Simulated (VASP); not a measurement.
Input of a VASP 6.6.1 run:

File INCAR:

```
SYSTEM = CaO
PREC = Accurate
ENCUT = 600
EDIFF = 1E-6
ISMEAR = 0
SIGMA = 0.02
LREAL = .False.
LASPH = .True.
NELM = 120
ALGO = Normal
ISIF = 2
LWAVE = .False.
LCHARG = .False.
GGA = CA
NBANDS = 15
GGA_COMPAT = .False.
```

Contents of KPOINTS:

```
Automatic mesh
0
Gamma
  8 8 8
  0 0 0
```

POSCAR

```
CaO
1.0
    0.0000000000      2.3537266236      2.3537266236
    2.3537266236      0.0000000000      2.3537266236
    2.3537266236      2.3537266236      0.0000000000
Ca O
1 1
Direct
    0.0000000000      0.0000000000      0.0000000000
    0.5000000000      0.5000000000      0.5000000000
```

Potentials or basis: VASP PAW LDA potentials, release 64 (Ca_sv, O).

Command:

```console
$ cat potpaw_LDA.64/Ca_sv/POTCAR potpaw_LDA.64/O/POTCAR > POTCAR
$ mpirun -np 1 vasp_std > vasp.out
```

(1) Estimate the band gap on the k mesh.

(2) Predict the pressure.

## Answers

(1) 3.42 eV, indirect (least direct gap 3.78 eV).

(2) 0.9 GPa.
